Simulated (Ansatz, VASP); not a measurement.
## BAs in VASP and in Ansatz

The input INCAR:

```
ALGO = Normal
EDIFF = 1E-6
ENCUT = 520
ISIF = 2
ISMEAR = -1
LASPH = True
LCHARG = False
LREAL = False
LWAVE = False
NBANDS = 11
NELM = 80
PREC = Accurate
SIGMA = 0.01
```

File KPOINTS:

```
k-points
0
Gamma
  8 8 8
```

The input POSCAR:

```
BAs
1.0
    0.0000000000      2.4096270000      2.4096270000
    2.4096270000      0.0000000000      2.4096270000
    2.4096270000      2.4096270000      0.0000000000
B As
1 1
Direct
    0.7500000000      0.7500000000      0.7500000000
    0.0000000000      0.0000000000      0.0000000000
```

Input for Ansatz:

```yaml
crystal:
  lattice:
    - [0.0, 2.409627, 2.409627]
    - [2.409627, 0.0, 2.409627]
    - [2.409627, 2.409627, 0.0]
  atoms:
    - { symbol: B, position: [0.75, 0.75, 0.75] }
    - { symbol: As, position: [0.0, 0.0, 0.0] }
kpoints:
  mp_grid: { grid: [8, 8, 8] }
scf:
  occupations: { method: fermi_dirac, width: 0.01 }
hamiltonian:
  xc: lda
  pseudopotentials: { kind: all_electron, lapw: { basis_error: 0.001 } }
output:
  forces: true
  stress: true
  eigenvalues: true
```

Alike in both runs: task single point; functional LDA; k mesh 8 × 8 × 8; occupations fermi-dirac, width 0.01 eV; no spin polarisation.

|  | VASP | Ansatz |
| --- | --- | --- |
| version | VASP 6.6.1 | Ansatz 0.2.0 |
| potentials or method | VASP PAW LDA potentials, release 64 (B, As), cutoff 520 eV | all-electron LAPW, scalar-relativistic |

VASP gave:

| Quantity | Value |
| --- | --- |
| gap on the k mesh at the Fermi level (eV) | 1.16 |
| pressure (GPa) | -6.5 |

Task: Estimate Ansatz's values.

Result: gap on the k mesh at the Fermi level (eV): 1.17; pressure (GPa): -7.2.

LDA's correlation is that of Perdew and Zunger in VASP and of Perdew and Wang (1992) in Ansatz. Ansatz ran all-electron here, and VASP with PAW potentials.
